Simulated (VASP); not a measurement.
Input of a VASP 6.6.1 run:

The input INCAR:

```
PREC     = Accurate       # precision mode
ENCUT    = 520            # plane-wave cutoff, eV
EDIFF    = 1E-6           # SCF threshold, eV
ISMEAR   = 0              # smearing method
SIGMA    = 0.15           # smearing width, eV
LREAL    = F              # projectors in reciprocal space
LASPH    = T              # aspherical terms in the spheres
NELM     = 100            # most SCF steps
ALGO     = Normal         # electronic algorithm
ISIF     = 2              # what is computed and relaxed
LWAVE    = F              # write WAVECAR
LCHARG   = T              # write CHGCAR
GGA      = PE             # functional
LELF     = T              # ELF
LVHAR    = T            
NBANDS   = 11             # bands
```

File KPOINTS:

```
regular mesh
0
Gamma
  24 24 24
```

POSCAR

```
Pt
1.0
    0.0000000000      1.9579000000      1.9579000000
    1.9579000000      0.0000000000      1.9579000000
    1.9579000000      1.9579000000      0.0000000000
Pt
1
Direct
    0.0000000000      0.0000000000      0.0000000000
```

Potentials or basis: VASP PAW PBE potentials, release 64 (Pt).

Run with:

```sh
$ cat potpaw_PBE.64/Pt/POTCAR > POTCAR
$ mpirun -np 1 vasp_std > vasp.out
```

Question: Predict the pressure.

Answer: 11.0 GPa.

Question: Estimate the band gap on the k mesh.

Answer: Zero (band 5 reaches 11.86 eV, above the bottom of band 6 at 9.60 eV).

Caveat: spin-orbit coupling is left out, which moves the levels of the heavy elements.
